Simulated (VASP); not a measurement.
# KZnF3 (P4/mmm) in VASP: a series of runs

The runs below take KZnF3 through single point, with LDA.

Program: VASP 6.6.1. These are calculated values, not measurements. Logs are shortened: lines on timing, memory, paths and dates and some standing lists are left out, and cuts for length are marked.

**1. The cell of the first run**

Symmetry: P4/mmm, No. 123, tetragonal system. Conventional cell: a = 4.675 Å, b = 4.675 Å, c = 3.039 Å, α = 90.00°, β = 90.00°, γ = 90.00°. Within 3.7 Å of K (site symmetry 4/mmm) lie 12 F at 2.79 to 3.31 Å and 2 K at 3.04 Å and 8 Zn at 3.64 Å. Within 2.0 Å of Zn (site symmetry 4/mmm) lie 2 F at 1.52 Å. Within 2.0 Å of F (site symmetry 4/mmm) lie 2 Zn at 1.52 Å. Within 3.1 Å of F (site symmetry mmm) lie 2 Zn at 2.34 Å and 4 K at 2.79 Å and 6 F at 2.79 to 3.04 Å.

**2. Single point, LDA**

Input file INCAR:

```
SYSTEM = KZnF3
PREC = Accurate ; ENCUT = 520
EDIFF = 1E-6 ; ISMEAR = 0
SIGMA = 0.05 ; LREAL = .FALSE.
LASPH = .TRUE. ; NELM = 60
ALGO = Normal ; ISIF = 2
LWAVE = .FALSE. ; LCHARG = .FALSE.
GGA = CA ; NBANDS = 29
```

Input file KPOINTS:

```
Automatic mesh
0
G
  6 6 6
  0 0 0
```

Input file POSCAR:

```
KZnF3
1.0
    4.6753834767      0.0000000000      0.0000000000
    0.0000000000      4.6753834767      0.0000000000
    0.0000000000      0.0000000000      3.0389992599
K Zn F
1 1 3
Direct
    0.0000000000      0.0000000000      0.0000000000
    0.5000000000      0.5000000000      0.5000000000
    0.5000000000      0.5000000000      0.0000000000
    0.0000000000      0.5000000000      0.5000000000
    0.5000000000      0.0000000000      0.5000000000
```

Potentials or basis: VASP PAW LDA potentials, release 64 (K_sv, Zn, F).

On the command line:

```bash
cat potpaw_LDA.64/K_sv/POTCAR potpaw_LDA.64/Zn/POTCAR potpaw_LDA.64/F/POTCAR > POTCAR
mpirun -np 1 vasp_std > vasp.out
```

OUTCAR:

```text
SYSTEM = KZnF3
   PREC = Accurate
   ENCUT = 520
   EDIFF = 1E-6
   ISMEAR = 0
   LREAL = .FALSE.
   LASPH = .TRUE.
   NELM = 60
   ISIF = 2
   GGA = CA

 ion  position               nearest neighbor table
   1  0.000  0.000  0.000-   4 2.79   5 2.79   4 2.79   5 2.79   4 2.79   4 2.79   5 2.79   5 2.79

   2  0.500  0.500  0.500-   3 1.52   3 1.52   5 2.34   4 2.34   5 2.34   4 2.34
   3  0.500  0.500  0.000-   2 1.52   2 1.52
   4  0.000  0.500  0.500-   2 2.34   2 2.34   1 2.79   1 2.79   1 2.79   1 2.79
   5  0.500  0.000  0.500-   2 2.34   2 2.34   1 2.79   1 2.79   1 2.79   1 2.79

  LATTYP: Found a simple tetragonal cell.
 ALAT       =     4.6753834767
 C/A-ratio  =     0.6500000000

  Lattice vectors:

 A1 = (   4.6753834767,   0.0000000000,   0.0000000000)
 A2 = (   0.0000000000,   4.6753834767,   0.0000000000)
 A3 = (   0.0000000000,   0.0000000000,   3.0389992599)

Analysis of symmetry for initial positions (statically):
=====================================================================
 Subroutine PRICEL returns:
 Original cell was already a primitive cell.

 Routine SETGRP: Setting up the symmetry group for a
 simple tetragonal supercell.

 Subroutine GETGRP returns: Found 16 space group operations
 (whereof 16 operations were pure point group operations)
 out of a pool of 16 trial point group operations.

The static configuration has the point symmetry D_4h.

Analysis of symmetry for dynamics (positions and initial velocities):
=====================================================================
 Subroutine PRICEL returns:
 Original cell was already a primitive cell.

 Routine SETGRP: Setting up the symmetry group for a
 simple tetragonal supercell.

 Subroutine GETGRP returns: Found 16 space group operations
 (whereof 16 operations were pure point group operations)
 out of a pool of 16 trial point group operations.

The dynamic configuration has the point symmetry D_4h.

 Subroutine INISYM returns: Found 16 space group operations
 (whereof 16 operations are pure point group operations),
 and found     1 'primitive' translations

----------------------------------------------------------------------------------------

                                     Primitive cell

  volume of cell :      66.4301

  direct lattice vectors                    reciprocal lattice vectors
     4.675383477  0.000000000  0.000000000     0.213886199  0.000000000  0.000000000
     0.000000000  4.675383477  0.000000000     0.000000000  0.213886199  0.000000000
     0.000000000  0.000000000  3.038999260     0.000000000  0.000000000  0.329055691

  length of vectors
     4.675383477  4.675383477  3.038999260     0.213886199  0.213886199  0.329055691

  position of ions in fractional coordinates (direct lattice)
     0.000000000  0.000000000  0.000000000
     0.500000000  0.500000000  0.500000000
     0.500000000  0.500000000  0.000000000
     0.000000000  0.500000000  0.500000000
     0.500000000  0.000000000  0.500000000

  ion indices of the primitive-cell ions
   primitive index   ion index
                 1           1
                 2           2
                 3           3
                 4           4
                 5           5

----------------------------------------------------------------------------------------

 KPOINTS: Automatic mesh

Automatic generation of k-mesh.
 Grid dimensions read from file:
 generate k-points for:    6    6    6

 Generating k-lattice:

  Cartesian coordinates                     Fractional coordinates (reciprocal lattice)
     0.035647700  0.000000000  0.000000000     0.166666667  0.000000000  0.000000000
     0.000000000  0.035647700  0.000000000     0.000000000  0.166666667  0.000000000
     0.000000000  0.000000000  0.054842615     0.000000000  0.000000000  0.166666667

  Length of vectors
     0.035647700  0.035647700  0.054842615

  Shift w.r.t. Gamma in fractional coordinates (k-lattice)
     0.000000000  0.000000000  0.000000000

 Subroutine IBZKPT returns following result:
 ===========================================

 Found     40 irreducible k-points:

 Following reciprocal coordinates:
            Coordinates               Weight
  0.000000  0.000000  0.000000      1.000000
  0.166667  0.000000  0.000000      4.000000
  0.333333  0.000000  0.000000      4.000000
  0.500000  0.000000  0.000000      2.000000
  0.166667  0.166667  0.000000      4.000000
  0.333333  0.166667  0.000000      8.000000
[... 16 lines left out ...]
  0.333333  0.000000  0.333333      8.000000
  0.500000  0.000000  0.333333      4.000000
 [... further k-points ...]
   k-points           NKPTS =     40   k-points in BZ     NKDIM =     40   number of bands    NBANDS=     29
   number of dos      NEDOS =    301   number of ions     NIONS =      5
   total plane-waves  NPLWV =  31104
   dimension x,y,z NGX =    36 NGY =   36 NGZ =   24
   dimension x,y,z NGXF=    72 NGYF=   72 NGZF=   48
   ions per type =               1   1   3
   NGX,Y,Z   is equivalent  to a cutoff of  12.80, 12.80, 13.13 a.u.
   NGXF,Y,Z  is equivalent  to a cutoff of  25.60, 25.60, 26.26 a.u.
 SYSTEM =  KZnF3
   PREC   = accura    normal or accurate (medium, high low for compatibility)
   ISTART =      0    job   : 0-new  1-cont  2-samecut
   ICHARG =      2    charge: 1-file 2-atom 10-const
   ISPIN  =      1    spin polarized calculation?
   LNONCOLLINEAR =      F non collinear calculations
   LSORBIT =      F    spin-orbit coupling
   LASPH  =      T    aspherical Exc in radial PAW
   ENCUT  =  520.0 eV  38.22 Ry    6.18 a.u.   8.69  8.69  5.65*2*pi/ulx,y,z
   NELM   =     60;   NELMIN=  2; NELMDL= -5     # of ELM steps
   EDIFF  = 0.1E-05   stopping-criterion for ELM
   LREAL  =      F    real-space projection
   EDIFFG = 0.1E-04   stopping-criterion for IOM
   NSW    =      0    number of steps for IOM
   IBRION =     -1    ionic relax: 0-MD 1-quasi-New 2-CG
   NFREE  =      0    steps in history (QN), initial steepest desc. (CG)
   ISIF   =      2    stress and relaxation
   ISYM   =      2    0-nonsym 1-usesym 2-fastsym
   POTIM  = 0.5000    time-step for ionic-motion
   TEBEG  =    0.0;   TEEND  =   0.0 temperature during run
   PSTRESS=    0.0 pullay stress
   NELECT =      42.0000    total number of electrons
   NUPDOWN=      -1.0000    fix difference up-down
   EMIN   =  10.00;   EMAX   =-10.00  energy-range for DOS
   EFERMI =   0.00;   METHOD = LEGACY
   ISMEAR =     0;   SIGMA  =   0.05  broadening in eV -4-tet -1-fermi 0-gaus
   EFERMI_NEDOS =   21; number of points for ismear=-14 and -15
   IALGO  =     38    algorithm
   IMIX   =      4    mixing-type and parameters
     AMIX     =   0.40;   BMIX     =  1.00
     AMIX_MAG =   1.60;   BMIX_MAG =  1.00
  volume/ion in A,a.u.               =      13.29        89.66
  Fermi-wavevector in a.u.,A,eV,Ry     =   1.405086  2.655228 26.861528  1.974267
  Thomas-Fermi vector in A             =   2.527583
   LORBIT       =      0    0 simple, 1 ext, 2 COOP (PROOUT), +10 PAW based schemes
   GGA     = CA    functional components
   LHFCALC =     F    Hartree Fock is set to
   AEXX    =    0.0000 exact exchange contribution
   IVDW    =     0    specifies the selected vdW correction
   LEPSILON=     F    determine dielectric tensor
   LRPA    =     F    only Hartree local field effects (RPA)
 non-spin polarized calculation
 Gauss-broadening in eV      SIGMA  =   0.05
  energy-cutoff  :      520.00
  volume of cell :       66.43
 maximum number of plane-waves:      1827
 NGX is ok and might be reduce to    36
   NGX = 17   NGY = 17   NGZ = 11

 number of electron      41.9999994 magnetization

 Free energy of the ion-electron system (eV)
  ---------------------------------------------------
  ext. energy  EPLUGINS =         0.00000000
  ---------------------------------------------------
  free energy    TOTEN  =       -18.94877732 eV

  energy without entropy =      -18.94877732  energy(sigma->0) =      -18.94877732

 E-fermi :  -0.2317     XC(G=0): -10.5441

 val. band max:       -0.4828632393   @ k =   0.5000   0.5000   0.5000
 cond. band min:       3.3435669127   @ k =   0.0000   0.0000   0.0000
 fundamental gap:      3.8264301520
 Fermi energy:        -0.2316760353

 k-point     1 :       0.0000    0.0000    0.0000
  band No.  band energies     occupation
      1     -27.9233      2.00000
      2     -26.7341      2.00000
      3     -20.6449      2.00000
      4     -20.5447      2.00000
      5     -11.6876      2.00000
      6     -11.6876      2.00000
[... 21 lines left out ...]
     28      10.2412      0.00000
     29      11.7414      0.00000

 k-point     2 :       0.1667    0.0000    0.0000
  band No.  band energies     occupation
      1     -27.9201      2.00000
      2     -26.7342      2.00000
      3     -20.6448      2.00000
      4     -20.5574      2.00000
      5     -11.6816      2.00000
      6     -11.6446      2.00000
[... 21 lines left out ...]
     28      10.7229      0.00000
     29      11.7604      0.00000

 k-point     3 :       0.3333    0.0000    0.0000
  band No.  band energies     occupation
      1     -27.9136      2.00000
      2     -26.7348      2.00000
      3     -20.6438      2.00000
      4     -20.5843      2.00000
      5     -11.6693      2.00000
      6     -11.5572      2.00000
[... 21 lines left out ...]
     28      11.3773      0.00000
     29      11.7896      0.00000

 k-point     4 :       0.5000    0.0000    0.0000
  band No.  band energies     occupation
      1     -27.9104      2.00000
      2     -26.7351      2.00000
      3     -20.6426      2.00000
      4     -20.5985      2.00000
      5     -11.6631      2.00000
      6     -11.5128      2.00000
[... 21 lines left out ...]
     28      11.7027      0.00000
     29      11.8061      0.00000

 k-point     5 :       0.1667    0.1667    0.0000
  band No.  band energies     occupation
      1     -27.9171      2.00000
      2     -26.7341      2.00000
      3     -20.6450      2.00000
      4     -20.5704      2.00000
      5     -11.6438      2.00000
      6     -11.6364      2.00000
[... 21 lines left out ...]
     28      11.4301      0.00000
     29      11.8400      0.00000
[... 510 lines left out ...]
     28      10.9805      0.00000
     29      11.4206      0.00000

 k-point    22 :       0.1667    0.0000    0.3333
  band No.  band energies     occupation
      1     -27.7452      2.00000
      2     -26.0173      2.00000
      3     -20.5997      2.00000
      4     -20.4561      2.00000
      5     -12.3253      2.00000
      6     -12.0128      2.00000
[... 21 lines left out ...]
     28      10.6387      0.00000
     29      11.4024      0.00000

 k-point    23 :       0.3333    0.0000    0.3333
  band No.  band energies     occupation
      1     -27.7422      2.00000
      2     -26.0178      2.00000
      3     -20.5682      2.00000
      4     -20.4846      2.00000
      5     -12.3282      2.00000
      6     -12.0474      2.00000
[... 21 lines left out ...]
     28      10.3979      0.00000
     29      11.3033      0.00000

 k-point    24 :       0.5000    0.0000    0.3333
  band No.  band energies     occupation
      1     -27.7407      2.00000
      2     -26.0180      2.00000
      3     -20.5339      2.00000
      4     -20.5172      2.00000
      5     -12.3294      2.00000
      6     -12.0636      2.00000
[... 21 lines left out ...]
     28      10.4932      0.00000
     29      11.1467      0.00000

 [... further k-points ...]
[... 5 lines left out ...]
  --------------------------------------------------------------------------------------
  -------------------------------------------------------------------------------------
  Total       -3.9597730     -3.9597730     37.3709312      0.0000000      0.0000000      0.0000000
  in kB      -95.5027346    -95.5027346    901.3208818      0.0000000      0.0000000      0.0000000
  external PRESSURE =     236.7718042 kB  Pullay stress =       0.0000000 kB

 VOLUME and BASIS-vectors are now :
 -----------------------------------------------------------------------------
  energy-cutoff  :      520.00
  volume of cell :       66.43
      direct lattice vectors                 reciprocal lattice vectors
     4.675383477  0.000000000  0.000000000     0.213886199  0.000000000  0.000000000
     0.000000000  4.675383477  0.000000000     0.000000000  0.213886199  0.000000000
     0.000000000  0.000000000  3.038999260     0.000000000  0.000000000  0.329055691

 POSITION                                       TOTAL-FORCE (eV/Angst)
 -----------------------------------------------------------------------------------
      0.00000      0.00000      0.00000         0.000000      0.000000      0.000000
      2.33769      2.33769      1.51950         0.000000      0.000000      0.000000
      2.33769      2.33769      0.00000         0.000000      0.000000      0.000000
      0.00000      2.33769      1.51950         0.000000      0.000000      0.000000
      2.33769      0.00000      1.51950         0.000000      0.000000      0.000000
 -----------------------------------------------------------------------------------
    total drift:                                0.000000      0.000000      0.000000

  FREE ENERGIE OF THE ION-ELECTRON SYSTEM (eV)
  ---------------------------------------------------
  free  energy   TOTEN  =       -18.9487773224 eV

  energy  without entropy=      -18.9487773224  energy(sigma->0) =      -18.94877732
```

Wall time 40 s (1 thread of Intel Xeon 6975P-C (Granite Rapids), shared host); peak memory 0.2 GiB.

Results:

* Free energy: -18.9488 eV
* Pressure: 23.7 GPa
* Band gap on the k mesh: 3.83 eV (least direct gap 5.03 eV)

Caveat: the stress differs along the axes, from -10 to 90 GPa. A k mesh can miss the band edges.

[end of part 1 of 2]
